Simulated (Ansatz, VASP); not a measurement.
## PtSe2 in VASP and in Ansatz

File INCAR:

```
SYSTEM = PtSe2
  PREC = Accurate
  ENCUT = 520
  EDIFF = 1E-6
  ISMEAR = 0
  SIGMA = 0.15
  LREAL = .False.
  LASPH = .True.
  NELM = 100
  ALGO = Normal
  ISIF = 2
  LWAVE = .False.
  LCHARG = .False.
  GGA = PE
  IVDW = 12
  NBANDS = 18
```

File KPOINTS:

```
Automatic mesh
0
Gamma
  12 12 8
  0 0 0
```

File POSCAR:

```
PtSe2
1.0
    4.3372285822      0.0000000000      0.0000000000
   -2.1686142911      3.5111838211      0.0000000000
    0.0000000000      0.0000000000      4.8219239451
Pt Se
1 2
Direct
    0.0000000000      0.0000000000      0.0000000000
    0.3333333333      0.6666666667      0.2655211092
    0.6666666667      0.3333333333      0.7344788908
```

Input for Ansatz:

```yaml
crystal:
  lattice:
    - [4.3372285822, 0.0, 0.0]
    - [-2.1686142911, 3.5111838211, 0.0]
    - [0.0, 0.0, 4.8219239451]
  atoms:
    - { symbol: Pt, position: [0.0, 0.0, 0.0] }
    - { symbol: Se, position: [0.3333333333, 0.6666666667, 0.2655211092] }
    - { symbol: Se, position: [0.6666666667, 0.3333333333, 0.7344788908] }
basis:
  ecutwfc: 420
kpoints:
  mp_grid: { grid: [12, 12, 8] }
hamiltonian:
  xc: pbe
  pseudopotentials: { kind: paw, azcp: { folder: soft_1 } }
  dispersion: d3bj
scf:
  occupations: { method: gaussian, width: 0.15 }
output:
  forces: true
  stress: true
  eigenvalues: true
```

Change from the starting cell: normal strain along x +0.1500, normal strain along y +0.0750.

Alike in both runs: task single point; functional PBE; dispersion D3(BJ); k mesh 12 × 12 × 8; occupations gaussian, width 0.15 eV; no spin polarisation.

|  | VASP | Ansatz |
| --- | --- | --- |
| version | VASP 6.6.1 | Ansatz 0.2.0 |
| potentials or method | VASP PAW PBE potentials, release 64 (Pt, Se), cutoff 520 eV | scalar-relativistic, plane waves, PAW |
| valence electrons in the cell | 22 | 50 |

|  | VASP | Ansatz | Ansatz less VASP |
| --- | --- | --- | --- |
| gap on the k mesh at the Fermi level (eV) | none | none | - |
| pressure (GPa) | -16.8 | -16.8 | +0.04 |
| traceless stress, the component that is largest in VASP (GPa) | 6.84 | 6.85 | +0.005 |
| rms of the force components (eV/Å) | 0.548 | 0.549 | +0.0012 |

Atom by atom the forces differ by 0.001 eV/Å (rms over components). A gap of «none» marks a metal or a gap that the smearing closes. VASP's potentials hold 22 valence electrons a cell and Ansatz's 50, so a difference there can come from the potentials and not from the codes.

Spin-orbit coupling is off throughout.
